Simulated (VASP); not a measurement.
A run of VASP 6.6.1 is set up as follows.

The input INCAR:

```
SYSTEM = CdH2
PREC = Accurate
ENCUT = 600
EDIFF = 1E-6
ISMEAR = 0
SIGMA = 0.1
LREAL = .FALSE.
LASPH = .TRUE.
NELM = 60
ALGO = Normal
ISIF = 3
LWAVE = .FALSE.
LCHARG = .FALSE.
GGA = PE
IBRION = 2
NSW = 90
EDIFFG = -0.0325
```

KPOINTS

```
regular mesh
0
G
  8 8 8
  0 0 0
```

The input POSCAR:

```
CdH2
1.0
    0.0000000000      2.2499520855      2.2499520855
    2.2499520855      0.0000000000      2.2499520855
    2.2499520855      2.2499520855      0.0000000000
Cd H
1 2
Direct
    0.0000000000      0.0000000000      0.0000000000
    0.2500000000      0.2500000000      0.2500000000
    0.7500000000      0.7500000000      0.7500000000
```

Potentials or basis: VASP PAW PBE potentials, release 64 (Cd, H).

Command:

```console
$ cat potpaw_PBE.64/Cd/POTCAR potpaw_PBE.64/H/POTCAR > POTCAR
$ mpirun -np 1 vasp_std > vasp.out
```

(1) Estimate the space group after relaxing (to 0.05 Å).

(2) Predict the relaxed cell.

(3) Estimate the band gap on the k mesh.

Results:

(1) Fm-3m (No. 225).

(2) a = 3.610 Å, b = 3.610 Å, c = 3.610 Å, α = 60.00°, β = 60.00°, γ = 60.00°.

(3) zero (band 7 reaches 1.70 eV, above the bottom of band 8 at 0.74 eV).
